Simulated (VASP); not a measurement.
Wanted: the native input for a VASP 6.6.1 run.

```yaml
Task: single point
Functional: r2SCAN
Potentials_or_basis: VASP PAW PBE potentials, release 64 (Fe)
Cutoff: 520 eV
k_mesh: 7 × 7 × 7
Occupations: fermi-dirac, width 0.05 eV
Spin: collinear spin, ferromagnetic start
Starting_moments: "[2.857, 2.857, 2.789, 2.789, 2.789, 2.789, 2.789, 2.789] μB"
Dipole_correction: no
Further_INCAR_settings: ALGO = Normal; EDIFF = 1e-06; NBANDS = 46
```

Fe:

```
Fe
1.0
     4.57711    0.00000    0.00000
     0.00000    4.57711    0.00000
     0.00000    0.00000    4.57711
Fe
8
Cartesian
  0.0000 0.0000 0.0000
  2.2886 2.2886 2.2886
  1.1443 4.5771 2.2886
  3.4328 4.5771 2.2886
  2.2886 1.1443 0.0000
  2.2886 3.4328 0.0000
  0.0000 2.2886 1.1443
  0.0000 2.2886 3.4328
```

The input as run:

POSCAR

```
Fe
1.0
    4.5771071785      0.0000000000      0.0000000000
    0.0000000000      4.5771071785      0.0000000000
    0.0000000000      0.0000000000      4.5771071785
Fe
8
Direct
    0.0000000000      0.0000000000      0.0000000000
    0.5000000000      0.5000000000      0.5000000000
    0.2500000000      1.0000000000      0.5000000000
    0.7500000000      1.0000000000      0.5000000000
    0.5000000000      0.2500000000      0.0000000000
    0.5000000000      0.7500000000      0.0000000000
    0.0000000000      0.5000000000      0.2500000000
    0.0000000000      0.5000000000      0.7500000000
```

INCAR.step1

```
  PREC = Accurate
  ENCUT = 520
  ISMEAR = -1
  SIGMA = 0.05
  LREAL = F
  LASPH = T
  NELM = 150
  ISPIN = 2
  MAGMOM = 2.857 2.857 2.789 2.789 2.789 2.789 2.789 2.789
  LMAXMIX = 4
  NBANDS = 46
  GGA = PE
  ALGO = Normal
  EDIFF = 1E-4
  LWAVE = T
  LCHARG = F
```

INCAR.step2

```
  PREC = Accurate
  ENCUT = 520
  EDIFF = 1E-6
  ISMEAR = -1
  SIGMA = 0.05
  LREAL = F
  LASPH = T
  NELM = 150
  ALGO = Normal
  ISIF = 2
  LWAVE = F
  LCHARG = F
  ISPIN = 2
  MAGMOM = 2.857 2.857 2.789 2.789 2.789 2.789 2.789 2.789
  LORBIT = 11
  LMAXMIX = 4
  METAGGA = R2SCAN
  LMIXTAU = T
  NBANDS = 46
  ISTART = 1
```

KPOINTS

```
regular mesh
0
Gamma
  7 7 7
```

Potentials or basis: VASP PAW PBE potentials, release 64 (Fe).

Launch:

```bash
$ cat potpaw_PBE.64/Fe/POTCAR > POTCAR
$ cp INCAR.step1 INCAR
$ mpirun -np 1 vasp_std > vasp.out
$ cp INCAR.step2 INCAR
$ mpirun -np 1 vasp_std > vasp.out
```

It gave:

```
Pressure                                              : -0.5 GPa
Net moment                                            : 21.41 μB per cell
Site moments                                          : Fe +2.77, +2.72 (each value once) μB
Valence electrons inside the program's atomic spheres : Fe 7.19
```

Caveat: the PAW data sets were made with another functional, which shifts forces and pressure a little.

It took 6.2 min on 1 thread of AMD EPYC 9R45 (Zen 5), on a shared host, peak memory 0.29 GiB.
